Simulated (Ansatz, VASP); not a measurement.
# Two plane-wave programs on GaAs

The input INCAR:

```
SYSTEM = GaAs
ALGO = Normal ; EDIFF = 1E-8
ENCUT = 520 ; GGA = CA
ISIF = 2 ; ISMEAR = -1
LASPH = .TRUE. ; LCHARG = .FALSE.
LEFG = .TRUE. ; LREAL = .FALSE.
LWAVE = .FALSE. ; NBANDS = 16
NELM = 80 ; PREC = Accurate
SIGMA = 0.05
```

Contents of KPOINTS:

```
k-points
0
G
  11 11 11
  0 0 0
```

Contents of POSCAR:

```
GaAs
1.0
    0.0000000000      2.8822925071      2.8822925071
    2.8822925071      0.0000000000      2.8822925071
    2.8822925071      2.8822925071      0.0000000000
Ga As
1 1
Direct
    0.0000000000      0.0000000000      0.0000000000
    0.7500000000      0.7500000000      0.7500000000
```

Input for Ansatz:

```yaml
crystal:
  lattice:
    - [0.0, 2.8822925071, 2.8822925071]
    - [2.8822925071, 0.0, 2.8822925071]
    - [2.8822925071, 2.8822925071, 0.0]
  atoms:
    - { symbol: Ga, position: [0.0, 0.0, 0.0] }
    - { symbol: As, position: [0.75, 0.75, 0.75] }
kpoints:
  mp_grid: { grid: [11, 11, 11] }
scf:
  occupations: { method: fermi_dirac, width: 0.05 }
hamiltonian:
  xc: lda
  pseudopotentials: { kind: paw }
output:
  forces: true
  stress: true
  eigenvalues: true
  efg: { contact_densities: true }
  write_density: true
  write_potential: true
  elf: true
  volumetric_format: npy
```

Change from the starting cell: volume scaled by 1.06, PAW files.

Alike in both runs: task electric field gradients; functional LDA; k mesh 11 × 11 × 11; occupations fermi-dirac, width 0.05 eV; no spin polarisation.

|  | VASP | Ansatz |
| --- | --- | --- |
| version | VASP 6.6.1 | Ansatz 0.2.0 |
| potentials or method | VASP PAW LDA potentials, release 64 (Ga_d, As) | PAW with Ansatz's default frozen-core files, scalar-relativistic |
| plane-wave cutoff (eV) | 520 | 420 |
| valence electrons in the cell | 18 | 28 |

Ansatz gave:

- pressure (GPa): -5.2

**Question.** Estimate VASP's values.

**Answer.** Pressure (GPa): -4.9.

LDA's correlation is that of Perdew and Zunger in VASP and of Perdew and Wang (1992) in Ansatz. VASP's potentials hold 18 valence electrons a cell and Ansatz's 28, so a difference there can come from the potentials and not from the codes.
